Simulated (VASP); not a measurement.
# Zr (Fm-3m) in VASP: single point with PBEsol

Aim: the single point of Zr with PBEsol.

Program: VASP 6.6.1. These are calculated values, not measurements. Logs are shortened: lines on timing, memory, paths and dates and some standing lists are left out, and cuts for length are marked.

## 1. The cell of the first run

The structure is cubic, space group Fm-3m (No. 225). Conventional cell: a = 4.913 Å, b = 4.913 Å, c = 4.913 Å, α = 90.00°, β = 90.00°, γ = 90.00°. Within 4.6 Å of Zr (site symmetry m-3m) lie 12 Zr at 3.47 Å.

## 2. Single point, PBEsol

Input file INCAR:

```
SYSTEM = Zr
PREC = Accurate ; ENCUT = 500
EDIFF = 1E-6 ; ISMEAR = 1
SIGMA = 0.1 ; LREAL = .False.
LASPH = .True. ; NELM = 120
ALGO = Normal ; ISIF = 2
LWAVE = .False. ; LCHARG = .True.
GGA = PS ; LELF = .True.
LVHAR = .True. ; NBANDS = 12
GGA_COMPAT = .False.
```

Input file KPOINTS:

```
Automatic mesh
0
Gamma
  8 8 8
  0 0 0
```

Input file POSCAR:

```
Zr
1.0
    0.0000000000      2.4563210000      2.4563210000
    2.4563210000      0.0000000000      2.4563210000
    2.4563210000      2.4563210000      0.0000000000
Zr
1
Direct
    0.5000000000      0.5000000000      0.5000000000
```

Potentials or basis: VASP PAW PBE potentials, release 64 (Zr_sv).

The run is started by

```
cat potpaw_PBE.64/Zr_sv/POTCAR > POTCAR
mpirun -np 1 vasp_std > vasp.out
```

OUTCAR:

```text
SYSTEM = Zr
   PREC = Accurate
   ENCUT = 500
   EDIFF = 1E-6
   ISMEAR = 1
   LREAL = .False.
   LASPH = .True.
   NELM = 120
   ISIF = 2
   GGA = PS

 ion  position               nearest neighbor table
   1  0.500  0.500  0.500-

  LATTYP: Found a face centered cubic cell.
 ALAT       =     4.9126420000

  Lattice vectors:

 A1 = (   0.0000000000,   2.4563210000,   2.4563210000)
 A2 = (   2.4563210000,   0.0000000000,   2.4563210000)
 A3 = (   2.4563210000,   2.4563210000,   0.0000000000)

Analysis of symmetry for initial positions (statically):
=====================================================================
 Subroutine PRICEL returns:
 Original cell was already a primitive cell.

 Routine SETGRP: Setting up the symmetry group for a
 face centered cubic supercell.

 Subroutine GETGRP returns: Found 48 space group operations
 (whereof 48 operations were pure point group operations)
 out of a pool of 48 trial point group operations.

The static configuration has the point symmetry O_h .

Analysis of symmetry for dynamics (positions and initial velocities):
=====================================================================
 Subroutine PRICEL returns:
 Original cell was already a primitive cell.

 Routine SETGRP: Setting up the symmetry group for a
 face centered cubic supercell.

 Subroutine GETGRP returns: Found 48 space group operations
 (whereof 48 operations were pure point group operations)
 out of a pool of 48 trial point group operations.

The dynamic configuration has the point symmetry O_h .

 Subroutine INISYM returns: Found 48 space group operations
 (whereof 48 operations are pure point group operations),
 and found     1 'primitive' translations

----------------------------------------------------------------------------------------

                                     Primitive cell

  volume of cell :      29.6405

  direct lattice vectors                    reciprocal lattice vectors
     0.000000000  2.456321000  2.456321000    -0.203556457  0.203556457  0.203556457
     2.456321000  0.000000000  2.456321000     0.203556457 -0.203556457  0.203556457
     2.456321000  2.456321000  0.000000000     0.203556457  0.203556457 -0.203556457

  length of vectors
     3.473762472  3.473762472  3.473762472     0.352570126  0.352570126  0.352570126

  position of ions in fractional coordinates (direct lattice)
     0.500000000  0.500000000  0.500000000

  ion indices of the primitive-cell ions
   primitive index   ion index
                 1           1

----------------------------------------------------------------------------------------

 KPOINTS: Automatic mesh

Automatic generation of k-mesh.
 Grid dimensions read from file:
 generate k-points for:    8    8    8

 Generating k-lattice:

  Cartesian coordinates                     Fractional coordinates (reciprocal lattice)
    -0.025444557  0.025444557  0.025444557     0.125000000  0.000000000  0.000000000
     0.025444557 -0.025444557  0.025444557     0.000000000  0.125000000  0.000000000
     0.025444557  0.025444557 -0.025444557     0.000000000  0.000000000  0.125000000

  Length of vectors
     0.044071266  0.044071266  0.044071266

  Shift w.r.t. Gamma in fractional coordinates (k-lattice)
     0.000000000  0.000000000  0.000000000

 Subroutine IBZKPT returns following result:
 ===========================================

 Found     29 irreducible k-points:

 Following reciprocal coordinates:
            Coordinates               Weight
  0.000000  0.000000  0.000000      1.000000
  0.125000  0.000000  0.000000      8.000000
  0.250000  0.000000  0.000000      8.000000
  0.375000  0.000000  0.000000      8.000000
  0.500000  0.000000  0.000000      4.000000
  0.125000  0.125000  0.000000      6.000000
[... 16 lines left out ...]
  0.500000  0.250000  0.125000     48.000000
 -0.375000  0.250000  0.125000     24.000000
 [... further k-points ...]
   k-points           NKPTS =     29   k-points in BZ     NKDIM =     29   number of bands    NBANDS=     12
   number of dos      NEDOS =    301   number of ions     NIONS =      1
   total plane-waves  NPLWV =  21952
   dimension x,y,z NGX =    28 NGY =   28 NGZ =   28
   dimension x,y,z NGXF=    56 NGYF=   56 NGZF=   56
   ions per type =               1
   NGX,Y,Z   is equivalent  to a cutoff of  13.40, 13.40, 13.40 a.u.
   NGXF,Y,Z  is equivalent  to a cutoff of  26.80, 26.80, 26.80 a.u.
 SYSTEM =  Zr
   PREC   = accura    normal or accurate (medium, high low for compatibility)
   ISTART =      0    job   : 0-new  1-cont  2-samecut
   ICHARG =      2    charge: 1-file 2-atom 10-const
   ISPIN  =      1    spin polarized calculation?
   LNONCOLLINEAR =      F non collinear calculations
   LSORBIT =      F    spin-orbit coupling
   LASPH  =      T    aspherical Exc in radial PAW
   ENCUT  =  500.0 eV  36.75 Ry    6.06 a.u.   6.33  6.33  6.33*2*pi/ulx,y,z
   NELM   =    120;   NELMIN=  2; NELMDL= -5     # of ELM steps
   EDIFF  = 0.1E-05   stopping-criterion for ELM
   LREAL  =      F    real-space projection
   EDIFFG = 0.1E-04   stopping-criterion for IOM
   NSW    =      0    number of steps for IOM
   IBRION =     -1    ionic relax: 0-MD 1-quasi-New 2-CG
   NFREE  =      0    steps in history (QN), initial steepest desc. (CG)
   ISIF   =      2    stress and relaxation
   ISYM   =      2    0-nonsym 1-usesym 2-fastsym
   POTIM  = 0.5000    time-step for ionic-motion
   TEBEG  =    0.0;   TEEND  =   0.0 temperature during run
   PSTRESS=    0.0 pullay stress
   NELECT =      12.0000    total number of electrons
   NUPDOWN=      -1.0000    fix difference up-down
   EMIN   =  10.00;   EMAX   =-10.00  energy-range for DOS
   EFERMI =   0.00;   METHOD = LEGACY
   ISMEAR =     1;   SIGMA  =   0.10  broadening in eV -4-tet -1-fermi 0-gaus
   EFERMI_NEDOS =   21; number of points for ismear=-14 and -15
   IALGO  =     38    algorithm
   IMIX   =      4    mixing-type and parameters
     AMIX     =   0.40;   BMIX     =  1.00
     AMIX_MAG =   1.60;   BMIX_MAG =  1.00
  volume/ion in A,a.u.               =      29.64       200.02
  Fermi-wavevector in a.u.,A,eV,Ry     =   1.211082  2.288613 19.955924  1.466719
  Thomas-Fermi vector in A             =   2.346608
   LORBIT       =      0    0 simple, 1 ext, 2 COOP (PROOUT), +10 PAW based schemes
   GGA     = PS    functional components
   LHFCALC =     F    Hartree Fock is set to
   AEXX    =    0.0000 exact exchange contribution
   IVDW    =     0    specifies the selected vdW correction
   LEPSILON=     F    determine dielectric tensor
   LRPA    =     F    only Hartree local field effects (RPA)
 non-spin polarized calculation
 Methfessel and Paxton  Order N= 1 SIGMA  =   0.10
  energy-cutoff  :      500.00
  volume of cell :       29.64
 maximum number of plane-waves:       763
 NGX is ok and might be reduce to    28
   NGX = 13   NGY = 13   NGZ = 13

 number of electron      12.0000000 magnetization

 Free energy of the ion-electron system (eV)
  ---------------------------------------------------
  ext. energy  EPLUGINS =         0.00000000
  ---------------------------------------------------
  free energy    TOTEN  =        -8.55712526 eV

  energy without entropy =       -8.55771943  energy(sigma->0) =       -8.55732332

 E-fermi :   6.3567     XC(G=0): -10.1493

 val. band max:        6.3336938230   @ k =  -0.2500   0.2500   0.0000
 cond. band min:       6.3855247074   @ k =   0.2500   0.0000   0.0000
 fundamental gap:      0.0518308844
 Fermi energy:         6.3566814888

 k-point     1 :       0.0000    0.0000    0.0000
  band No.  band energies     occupation
      1     -42.8608      2.00000
      2     -20.6163      2.00000
      3     -20.6163      2.00000
      4     -20.6163      2.00000
      5       1.2871      2.00000
      6       7.1650     -0.00000
      7       7.1650     -0.00000
      8       7.1650     -0.00000
      9       8.8949      0.00000
     10       8.8949      0.00000
     11      16.3077      0.00000
     12      19.5738      0.00000

 k-point     2 :       0.1250    0.0000    0.0000
  band No.  band energies     occupation
      1     -42.8537      2.00000
      2     -20.6805      2.00000
      3     -20.6249      2.00000
      4     -20.6249      2.00000
      5       1.6679      2.00000
      6       6.8711     -0.00000
      7       7.3199     -0.00000
      8       7.3199     -0.00000
      9       8.7824      0.00000
     10       8.7824      0.00000
     11      17.0099      0.00000
     12      18.1110      0.00000

 k-point     3 :       0.2500    0.0000    0.0000
  band No.  band energies     occupation
      1     -42.8364      2.00000
      2     -20.8326      2.00000
      3     -20.6456      2.00000
      4     -20.6456      2.00000
      5       2.6517      2.00000
      6       6.3855      0.53360
      7       7.4156     -0.00000
      8       7.4156     -0.00000
      9       8.9455      0.00000
     10       8.9455      0.00000
     11      16.0996      0.00000
     12      17.8853      0.00000
[... 286 lines left out ...]
 k-point    23 :       0.5000    0.2500    0.1250
  band No.  band energies     occupation
      1     -42.8096      2.00000
      2     -20.9491      2.00000
      3     -20.7712      2.00000
      4     -20.6968      2.00000
      5       4.4572      2.00000
      6       5.8237      2.00000
      7       6.4072      0.25442
      8       8.0145     -0.00000
      9       9.3617      0.00000
     10      10.8831      0.00000
     11      14.2644      0.00000
     12      16.9878      0.00000

 k-point    24 :      -0.3750    0.2500    0.1250
  band No.  band energies     occupation
      1     -42.8039      2.00000
      2     -20.9833      2.00000
      3     -20.7860      2.00000
      4     -20.7102      2.00000
      5       4.8173      2.00000
      6       5.7566      2.00000
      7       6.5446     -0.02319
      8       7.8512     -0.00000
      9       9.9179      0.00000
     10      11.5644      0.00000
     11      12.6799      0.00000
     12      17.2137      0.00000

 [... further k-points ...]
[... 5 lines left out ...]
  --------------------------------------------------------------------------------------
  -------------------------------------------------------------------------------------
  Total       -3.1304655     -3.1304655     -3.1304655      0.0000000      0.0000000     -0.0000000
  in kB     -169.2131612   -169.2131612   -169.2131612      0.0000000      0.0000000     -0.0000000
  external PRESSURE =    -169.2131612 kB  Pullay stress =       0.0000000 kB

 VOLUME and BASIS-vectors are now :
 -----------------------------------------------------------------------------
  energy-cutoff  :      500.00
  volume of cell :       29.64
      direct lattice vectors                 reciprocal lattice vectors
     0.000000000  2.456321000  2.456321000    -0.203556457  0.203556457  0.203556457
     2.456321000  0.000000000  2.456321000     0.203556457 -0.203556457  0.203556457
     2.456321000  2.456321000  0.000000000     0.203556457  0.203556457 -0.203556457

 POSITION                                       TOTAL-FORCE (eV/Angst)
 -----------------------------------------------------------------------------------
      2.45632      2.45632      2.45632        -0.000000     -0.000000      0.000000
 -----------------------------------------------------------------------------------
    total drift:                                0.000000      0.000000      0.000000

  FREE ENERGIE OF THE ION-ELECTRON SYSTEM (eV)
  ---------------------------------------------------
  free  energy   TOTEN  =        -8.5571252633 eV

  energy  without entropy=       -8.5577194268  energy(sigma->0) =       -8.55732332
```

It took 19 s on 1 thread of Intel Xeon 8259CL, shared host; peak memory 0.15 GiB.

Results:

```yaml
Free_energy: -8.5571 eV
Pressure: -16.9 GPa
Band_gap_on_the_k_mesh: zero (band 6 reaches 7.17 eV, above the bottom of band 7 at 5.99 eV)
```

Levels at points of the mesh, in eV from the Fermi level:
| k point | band 3 | band 4 | band 5 | band 6 | band 7 | band 8 | band 9 | band 10 |
| --- | --- | --- | --- | --- | --- | --- | --- | --- |
| (0.00, 0.00, 0.00) | -26.97 | -26.97 | -5.07 | 0.81 | 0.81 | 0.81 | 2.54 | 2.54 |
| (0.50, 0.00, 0.00) | -27.03 | -27.03 | -2.44 | 0.47 | 0.70 | 0.70 | 3.81 | 3.81 |
| (0.50, 0.50, 0.00) | -27.13 | -27.13 | -2.20 | -1.53 | 1.94 | 3.80 | 4.16 | 4.16 |

Caveat: the PAW data sets were made with another functional, which shifts forces and pressure a little.
